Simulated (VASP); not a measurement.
# Gd (Fm-3m) in VASP: further runs

The runs below take Gd through single point, relaxation of cell and atoms, with r2SCAN.

All numbers are computed with VASP 6.6.1; they aren't measurements. Logs are shortened: lines on timing, memory, paths and dates and some standing lists are left out, and cuts for length are marked.

## Step 1: The cell of the first run

The structure is cubic, space group Fm-3m (No. 225). The conventional cell has a = 5.198 Å, b = 5.198 Å, c = 5.198 Å, α = 90.00°, β = 90.00°, γ = 90.00°. Gd (site symmetry m-3m) has 12 Gd at 3.68 Å within 4.8 Å.

This isn't the form of Gd at room conditions, which is hcp.

## Step 2: Single point, r2SCAN, collinear spin, ferromagnetic start

File POSCAR:

```
Gd
1.0
    0.0000000000      2.5991291906      2.5991291906
    2.5991291906      0.0000000000      2.5991291906
    2.5991291906      2.5991291906      0.0000000000
Gd
1
Direct
    0.0000000000      0.0000000000      0.0000000000
```

File INCAR.step1:

```
SYSTEM = Gd
PREC     = Accurate       ! precision mode
ENCUT    = 520            ! plane-wave cutoff, eV
ISMEAR   = 1              ! smearing method
SIGMA    = 0.05           ! smearing width, eV
LREAL    = .FALSE.        ! projectors in reciprocal space
LASPH    = .TRUE.         ! aspherical terms in the spheres
NELM     = 150            ! most SCF steps
ISPIN    = 2              ! spin polarisation
MAGMOM   = 7              ! initial moments
LMAXMIX  = 6              ! l up to which the mixer works
NBANDS   = 19             ! bands
GGA      = PE             ! functional
ALGO     = Normal         ! electronic algorithm
EDIFF    = 1E-4           ! SCF threshold, eV
LWAVE    = .TRUE.         ! write WAVECAR
LCHARG   = .FALSE.        ! write CHGCAR
```

File INCAR.step2:

```
SYSTEM = Gd
PREC     = Accurate       ! precision mode
ENCUT    = 520            ! plane-wave cutoff, eV
EDIFF    = 1E-6           ! SCF threshold, eV
ISMEAR   = 1              ! smearing method
SIGMA    = 0.05           ! smearing width, eV
LREAL    = .FALSE.        ! projectors in reciprocal space
LASPH    = .TRUE.         ! aspherical terms in the spheres
NELM     = 150            ! most SCF steps
ALGO     = Normal         ! electronic algorithm
ISIF     = 2              ! what is computed and relaxed
LWAVE    = .FALSE.        ! write WAVECAR
LCHARG   = .TRUE.         ! write CHGCAR
ISPIN    = 2              ! spin polarisation
MAGMOM   = 7              ! initial moments
LORBIT   = 11             ! projections on sites
LMAXMIX  = 6              ! l up to which the mixer works
METAGGA  = R2SCAN         ! meta-GGA
LMIXTAU  = .TRUE.       
LELF     = .TRUE.         ! ELF
LVHAR    = .TRUE.       
NBANDS   = 19             ! bands
ISTART   = 1
```

File KPOINTS:

```
regular mesh
0
G
  8 8 8
  0 0 0
```

Potentials or basis: VASP PAW PBE potentials, release 64 (Gd).

On the command line:

```sh
cat potpaw_PBE.64/Gd/POTCAR > POTCAR
cp INCAR.step1 INCAR
mpirun -np 1 vasp_std > vasp.out
cp INCAR.step2 INCAR
mpirun -np 1 vasp_std > vasp.out
```

OUTCAR:

```text
SYSTEM = Gd
   PREC = Accurate
   ENCUT = 520
   EDIFF = 1E-6
   ISMEAR = 1
   LREAL = .FALSE.
   LASPH = .TRUE.
   NELM = 150
   ISIF = 2
   ISPIN = 2
   LORBIT = 11
   METAGGA = R2SCAN
   ISTART = 1

 ion  position               nearest neighbor table
   1  0.000  0.000  0.000-

  LATTYP: Found a face centered cubic cell.
 ALAT       =     5.1982583812

  Lattice vectors:

 A1 = (   0.0000000000,   2.5991291906,   2.5991291906)
 A2 = (   2.5991291906,   0.0000000000,   2.5991291906)
 A3 = (   2.5991291906,   2.5991291906,   0.0000000000)

Analysis of symmetry for initial positions (statically):
=====================================================================
 Subroutine PRICEL returns:
 Original cell was already a primitive cell.

 Routine SETGRP: Setting up the symmetry group for a
 face centered cubic supercell.

 Subroutine GETGRP returns: Found 48 space group operations
 (whereof 48 operations were pure point group operations)
 out of a pool of 48 trial point group operations.

The static configuration has the point symmetry O_h .

Analysis of symmetry for dynamics (positions and initial velocities):
=====================================================================
 Subroutine PRICEL returns:
 Original cell was already a primitive cell.

 Routine SETGRP: Setting up the symmetry group for a
 face centered cubic supercell.

 Subroutine GETGRP returns: Found 48 space group operations
 (whereof 48 operations were pure point group operations)
 out of a pool of 48 trial point group operations.

The dynamic configuration has the point symmetry O_h .

Analysis of structural, dynamic, and magnetic symmetry:
=====================================================================
 Subroutine PRICEL returns:
 Original cell was already a primitive cell.

 Routine SETGRP: Setting up the symmetry group for a
 face centered cubic supercell.

 Subroutine GETGRP returns: Found 48 space group operations
 (whereof 48 operations were pure point group operations)
 out of a pool of 48 trial point group operations.

The overall configuration has the point symmetry O_h .

 Subroutine INISYM returns: Found 48 space group operations
 (whereof 48 operations are pure point group operations),
 and found     1 'primitive' translations

----------------------------------------------------------------------------------------

                                     Primitive cell

  volume of cell :      35.1167

  direct lattice vectors                    reciprocal lattice vectors
     0.000000000  2.599129191  2.599129191    -0.192372123  0.192372123  0.192372123
     2.599129191  0.000000000  2.599129191     0.192372123 -0.192372123  0.192372123
[... 100 lines left out ...]
   IALGO  =     38    algorithm
   IMIX   =      4    mixing-type and parameters
     AMIX     =   0.40;   BMIX     =  1.00
     AMIX_MAG =   1.60;   BMIX_MAG =  1.00
  volume/ion in A,a.u.               =      35.12       236.98
  Fermi-wavevector in a.u.,A,eV,Ry     =   1.310170  2.475863 23.355035  1.716547
  Thomas-Fermi vector in A             =   2.440719
   LORBIT       =     11    0 simple, 1 ext, 2 COOP (PROOUT), +10 PAW based schemes
   METAGGA = R2SCAN    functional components
   LHFCALC =     F    Hartree Fock is set to
   AEXX    =    0.0000 exact exchange contribution
   IVDW    =     0    specifies the selected vdW correction
   LEPSILON=     F    determine dielectric tensor
   LRPA    =     F    only Hartree local field effects (RPA)
 spin polarized calculation
 Methfessel and Paxton  Order N= 1 SIGMA  =   0.05
  energy-cutoff  :      520.00
  volume of cell :       35.12
 maximum number of plane-waves:       960
   NGX = 13   NGY = 13   NGZ = 13

 number of electron      18.0000007 magnetization       8.1869138

 Free energy of the ion-electron system (eV)
  ---------------------------------------------------
  ext. energy  EPLUGINS =         0.00000000
  ---------------------------------------------------
  free energy    TOTEN  =       -41.02634601 eV

  energy without entropy =      -41.02641906  energy(sigma->0) =      -41.02637036

 E-fermi :   2.6588     XC(G=0): -10.3111

 val. band max:        2.6207473225   @ k =   0.3750   0.0000   0.0000
 cond. band min:       2.6692826663   @ k =  -0.3750   0.2500   0.0000
 fundamental gap:      0.0485353438
 Fermi energy:         2.6587817975

 spin component 1

 k-point     1 :       0.0000    0.0000    0.0000
  band No.  band energies     occupation
      1     -44.6758      1.00000
      2     -21.0402      1.00000
      3     -21.0402      1.00000
      4     -21.0402      1.00000
      5      -3.2720      1.00000
      6      -3.1707      1.00000
[... 517 lines left out ...]
     18       9.4343      0.00000
     19      13.5346      0.00000

 [... further k-points ...]

 spin component 2

 k-point     1 :       0.0000    0.0000    0.0000
  band No.  band energies     occupation
      1     -40.6900      1.00000
      2     -18.1324      1.00000
      3     -18.1324      1.00000
      4     -18.1324      1.00000
      5      -1.0839      1.00000
      6       3.9298      0.00000
[... 517 lines left out ...]
     18      11.4866      0.00000
     19      15.3409      0.00000

 [... further k-points ...]

------------------------ aborting loop because EDIFF is reached ----------------------------------------

  FORCE on cell =-STRESS in cart. coord.  units (eV):
  Direction    XX          YY          ZZ          XY          YZ          ZX
  --------------------------------------------------------------------------------------
  -------------------------------------------------------------------------------------
  Total       -0.0054848     -0.0054848     -0.0054848     -0.0000000      0.0000000     -0.0000000
  in kB       -0.2502409     -0.2502409     -0.2502409     -0.0000000      0.0000000     -0.0000000
  external PRESSURE =      -0.2502409 kB  Pullay stress =       0.0000000 kB

 VOLUME and BASIS-vectors are now :
 -----------------------------------------------------------------------------
  energy-cutoff  :      520.00
  volume of cell :       35.12
      direct lattice vectors                 reciprocal lattice vectors
     0.000000000  2.599129191  2.599129191    -0.192372123  0.192372123  0.192372123
     2.599129191  0.000000000  2.599129191     0.192372123 -0.192372123  0.192372123
     2.599129191  2.599129191  0.000000000     0.192372123  0.192372123 -0.192372123

 POSITION                                       TOTAL-FORCE (eV/Angst)
 -----------------------------------------------------------------------------------
      0.00000      0.00000      0.00000        -0.000000     -0.000000     -0.000000
 -----------------------------------------------------------------------------------
    total drift:                               -0.000000     -0.000000     -0.000000

  FREE ENERGIE OF THE ION-ELECTRON SYSTEM (eV)
  ---------------------------------------------------
  free  energy   TOTEN  =       -41.0263460126 eV

  energy  without entropy=      -41.0264190611  energy(sigma->0) =      -41.02637036

 total charge

# of ion       s       p       d       f       tot
--------------------------------------------------
    1        2.070   5.615   0.550   6.929  15.164

 magnetization (x)

# of ion       s       p       d       f       tot
--------------------------------------------------
    1        0.006  -0.084   0.324   6.902   7.148
```

OUTCAR.step1:

```text
SYSTEM = Gd
   PREC = Accurate
   ENCUT = 520
   ISMEAR = 1
   LREAL = .FALSE.
   LASPH = .TRUE.
   NELM = 150
[... 1293 lines left out ...]
 -----------------------------------------------------------------------------------
      0.00000      0.00000      0.00000        -0.000000     -0.000000      0.000000
 -----------------------------------------------------------------------------------
    total drift:                                0.000000     -0.000000     -0.000000

  FREE ENERGIE OF THE ION-ELECTRON SYSTEM (eV)
  ---------------------------------------------------
  free  energy   TOTEN  =       -11.6472851460 eV

  energy  without entropy=      -11.6465790849  energy(sigma->0) =      -11.64704979
```

Wall time 94 s (1 thread of Intel Xeon 6975P-C (Granite Rapids), shared host); peak memory 0.2 GiB.

Results:

```
Free energy                                           : -41.0263 eV
Pressure                                              : 0.0 GPa
Net moment                                            : 8.19 μB per cell
Site moments                                          : Gd +7.15 μB
Valence electrons inside the program's atomic spheres : Gd 15.16
```

Levels at points of the mesh, in eV from the Fermi level:
Spin up:
| k point | band 10 | band 11 | band 12 | band 13 | band 14 | band 15 | band 16 | band 17 |
| --- | --- | --- | --- | --- | --- | --- | --- | --- |
| (0.00, 0.00, 0.00) | -5.75 | -5.75 | -5.59 | 1.15 | 1.15 | 1.15 | 3.58 | 3.58 |
| (0.50, 0.00, 0.00) | -5.76 | -5.75 | -2.94 | 0.31 | 1.15 | 1.15 | 5.04 | 5.04 |
| (0.50, 0.50, 0.00) | -5.78 | -5.78 | -2.14 | -1.83 | 1.53 | 5.20 | 5.38 | 5.38 |
Spin down:
```csv
k point,band 3,band 4,band 5,band 6,band 7,band 8
"(0.00, 0.00, 0.00)",-20.79,-20.79,-3.74,1.27,1.35,1.35
"(0.50, 0.00, 0.00)",-20.88,-20.88,-0.68,1.02,1.39,1.39
"(0.50, 0.50, 0.00)",-21.04,-21.04,-1.46,0.48,1.40,1.40
```

Caveat: the PAW data sets were made with another functional, which shifts forces and pressure a little; spin-orbit coupling is left out, which moves the levels of the heavy elements; semilocal functionals describe open f shells poorly, which spoils levels, moments and volumes.

[end of part 1 of 2]
